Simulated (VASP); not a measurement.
MnS, 2 atoms in the cell. It takes space group Pm-3m (No. 221, cubic). Conventional cell: a = 3.099 Å, b = 3.099 Å, c = 3.099 Å, α = 90.00°, β = 90.00°, γ = 90.00°. Within 3.5 Å of Mn (site symmetry m-3m) lie 8 S at 2.68 Å and 6 Mn at 3.10 Å. S (site symmetry m-3m) has 8 Mn at 2.68 Å and 6 S at 3.10 Å within 3.5 Å. 

```yaml
Program: VASP 6.6.1
Task: single point
Functional: LDA
Potentials_or_basis: VASP PAW LDA potentials, release 64 (Mn_pv, S)
Cutoff: 520 eV
k_mesh: 10 × 10 × 10
Occupations: gaussian, width 0.05 eV
Spin: collinear spin, ferromagnetic start
Starting_moments: "[2.8, 0.0] μB"
Hubbard_terms: Mn d U = 2.0 eV
Dipole_correction: no
Further_INCAR_settings: ALGO = Normal; EDIFF = 1e-07; NBANDS = 20
```

Potentials or basis: VASP PAW LDA potentials, release 64 (Mn_pv, S).

Command:

```console
$ cat potpaw_LDA.64/Mn_pv/POTCAR potpaw_LDA.64/S/POTCAR > POTCAR
$ mpirun -np 1 vasp_std > vasp.out
```

Hardware: 1 thread of Intel Xeon 8259CL (shared host).

**Question.** Estimate the wall time of this run.

**Answer.** It took 78 s on 1 thread of Intel Xeon 8259CL, on a shared host, peak memory 0.17 GiB. Counts: scf iterations 20, k points 56.
